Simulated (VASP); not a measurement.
Here is a VASP 6.6.1 calculation.

File POSCAR:

```
GaAs
1.0
    0.0000000000      2.8268500000      2.8268500000
    2.8268500000      0.0000000000      2.8268500000
    2.8268500000      2.8268500000      0.0000000000
As Ga
1 1
Direct
    0.2500000000      0.2500000000      0.2500000000
    0.0000000000      0.0000000000      0.0000000000
```

File INCAR.step1:

```
SYSTEM = GaAs
PREC = Accurate ; ENCUT = 400
EDIFF = 1E-6 ; ISMEAR = 0
SIGMA = 0.01 ; LREAL = .False.
LASPH = .True. ; NELM = 120
ALGO = Normal ; ISIF = 2
LWAVE = .False. ; LCHARG = .True.
GGA = PE ; IVDW = 12
NBANDS = 16 ; GGA_COMPAT = .False.
NEDOS = 2001 ; LORBIT = 11
```

The input KPOINTS.step1:

```
Automatic mesh
0
Gamma
  8 8 8
  0 0 0
```

Contents of INCAR.step2:

```
SYSTEM = GaAs
PREC = Accurate ; ENCUT = 400
EDIFF = 1E-6 ; ISMEAR = -5
SIGMA = 0.01 ; LREAL = .False.
LASPH = .True. ; NELM = 120
ALGO = Normal ; ISIF = 2
LWAVE = .False. ; LCHARG = .False.
GGA = PE ; IVDW = 12
LORBIT = 11 ; NEDOS = 2001
ICHARG = 11 ; GGA_COMPAT = .False.
```

The input KPOINTS.step2:

```
Automatic mesh
0
Gamma
  12 12 12
  0 0 0
```

Potentials or basis: VASP PAW PBE potentials, release 64 (As, Ga_d).

Run with:

```bash
$ cat potpaw_PBE.64/As/POTCAR potpaw_PBE.64/Ga_d/POTCAR > POTCAR
$ cp INCAR.step1 INCAR
$ cp KPOINTS.step1 KPOINTS
$ mpirun -np 1 vasp_std > vasp.out
$ cp INCAR.step2 INCAR
$ cp KPOINTS.step2 KPOINTS
$ mpirun -np 1 vasp_std > vasp.out
```

(1) Predict the dispersion energy per atom.

Results:

(1) -0.325 eV.

Caveat: three body term missing.
